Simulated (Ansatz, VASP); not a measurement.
**Two plane-wave programs on Te**

File INCAR:

```
SYSTEM = Te
ALGO = Normal ; EDIFF = 1E-6
ENCUT = 520 ; GGA = PE
ISIF = 2 ; ISMEAR = -1
LASPH = .True. ; LCHARG = .False.
LREAL = .False. ; LWAVE = .False.
NBANDS = 9 ; NELM = 80
PREC = Accurate ; SIGMA = 0.1
```

Contents of KPOINTS:

```
k-points
0
Gamma
  11 11 11
  0 0 0
```

POSCAR

```
Te
1.0
    3.2441670146      0.0000000000      0.0000000000
    0.0000000000      3.2441670146      0.0000000000
    0.0000000000      0.0000000000      3.2441670146
Te
1
Direct
    0.0000000000      0.0000000000      0.0000000000
```

Input for Ansatz:

```yaml
crystal:
  lattice:
    - [3.2441670146, 0.0, 0.0]
    - [0.0, 3.2441670146, 0.0]
    - [0.0, 0.0, 3.2441670146]
  atoms:
    - { symbol: Te, position: [0.0, 0.0, 0.0] }
hamiltonian:
  xc: pbe
  pseudopotentials:
    kind: paw
    azcp:
      Te: "pseudopotentials/Te.paw.azcp"
basis:
  ecutwfc: 420
  fft_grid_basis: typed
kpoints:
  mp_grid: { grid: [11, 11, 11], shift: [0, 0, 0] }
magnetization:
  spin_polarized: false
scf:
  occupations: { method: fermi_dirac, width: 0.1 }
  lower_state_search: "off"
output:
  stress: true
```

Alike in both runs: task single point; functional PBE; k mesh 11 × 11 × 11; occupations fermi-dirac, width 0.1 eV; no spin polarisation.

|  | VASP | Ansatz |
| --- | --- | --- |
| version | VASP 6.6.1 | Ansatz 0.2.0 |
| potentials or method | VASP PAW PBE potentials, release 64 (Te), cutoff 520 eV | plane waves (420 eV) with PAW, scalar-relativistic |
| valence electrons in the cell | 6 | 16 |

```tsv
	VASP	Ansatz	Ansatz less VASP
pressure (GPa)	-1.9	-1.8	+0.05
```

With one functional, cell and mesh, what is left measures potentials, basis and numerics. VASP's potentials hold 6 valence electrons a cell and Ansatz's 16, so a difference there can come from the potentials and not from the codes.

Neither program's run includes spin-orbit coupling.
